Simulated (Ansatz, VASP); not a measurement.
# Two plane-wave programs on Be2ZnO3

```xyz
6
Lattice="4.9097 0.0000 0.0000 -2.4549 4.2519 0.0000 0.0000 0.0000 2.3647" Properties=species:S:1:pos:R:3 pbc="T T T"
Be    0.0000    2.8346    0.0000
Be    2.4549    1.4173    0.0000
Zn    0.0000    0.0000    0.0000
O     2.4549    0.0000    1.1824
O     1.2274    2.1260    1.1824
O    -1.2274    2.1260    1.1824
```

Change from the starting cell: species swapped into the CeB2Ir3 type (P6/mmm, No. 191).

Alike in both runs: functional PBE; k mesh 6 × 6 × 6; occupations gaussian, width 0.1 eV; no spin polarisation.

Ansatz relaxed the structure, and its values are those at the end. VASP's run is a single point on that final structure, the one shown.

```csv
,VASP,Ansatz
version,VASP 6.6.1,Ansatz 0.2.0
potentials or method,"VASP PAW PBE potentials, release 64 (Be, Zn, O), cutoff 520 eV","scalar-relativistic, plane waves, PAW"
valence electrons in the cell,34,34
```

```tsv
	VASP	Ansatz	Ansatz less VASP
gap on the k mesh at the Fermi level (eV)	none	none	-
pressure (GPa)	0.3	0.0	-0.25
```

A gap of «none» marks a metal or a gap that the smearing closes.

The k mesh is coarse, so the values compare programs but aren't converged.
